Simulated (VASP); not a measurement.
Wanted: the native input for a VASP 6.6.1 run.

```
Task                   : electric field gradients
Functional             : PBEsol
Potentials or basis    : VASP PAW PBE potentials, release 64 (B, N)
Cutoff                 : 520 eV
k mesh                 : 13 × 13 × 13
Occupations            : fermi-dirac, width 0.03 eV
Spin                   : no spin polarisation
Dipole correction      : no
Further INCAR settings : ALGO = Normal; EDIFF = 1e-08; NBANDS = 11
```

The structure of BN lies in POSCAR:

```
BN
1.0
    0.0000000000      1.8429501765      1.8429501765
    1.8429501765      0.0000000000      1.8429501765
    1.8429501765      1.8429501765      0.0000000000
B N
1 1
Direct
    0.0000000000      0.0000000000      0.0000000000
    0.7500000000      0.7500000000      0.7500000000
```

This cell differs from its parent crystal: volume scaled by 1.06.

These files were run (other wordings do the same):

INCAR

```
  ALGO = Normal
  EDIFF = 1E-8
  ENCUT = 520
  GGA = PS
  ISIF = 2
  ISMEAR = -1
  LASPH = T
  LCHARG = F
  LEFG = T
  LREAL = F
  LWAVE = F
  NBANDS = 11
  NELM = 100
  PREC = Accurate
  SIGMA = 0.03
```

KPOINTS

```
k-points
0
Gamma
  13 13 13
```

Potentials or basis: VASP PAW PBE potentials, release 64 (B, N).

Run with:

```bash
$ cat potpaw_PBE.64/B/POTCAR potpaw_PBE.64/N/POTCAR > POTCAR
$ mpirun -np 1 vasp_std > vasp.out
```

Results of the run:

```
Pressure               : -22.2 GPa
Band gap on the k mesh : 4.29 eV, indirect (least direct gap 8.49 eV)
```

Caveat: without QUAD_EFG the Cq values of the log hold for a quadrupole moment of 1 mb, not for the nuclei; the PAW data sets were made with another functional, which shifts forces and pressure a little.

Run time: 9.5 s on 1 thread of Intel(R) Xeon(R) 6975P-C (Granite Rapids) (shared host), peak memory 0.12 GiB.
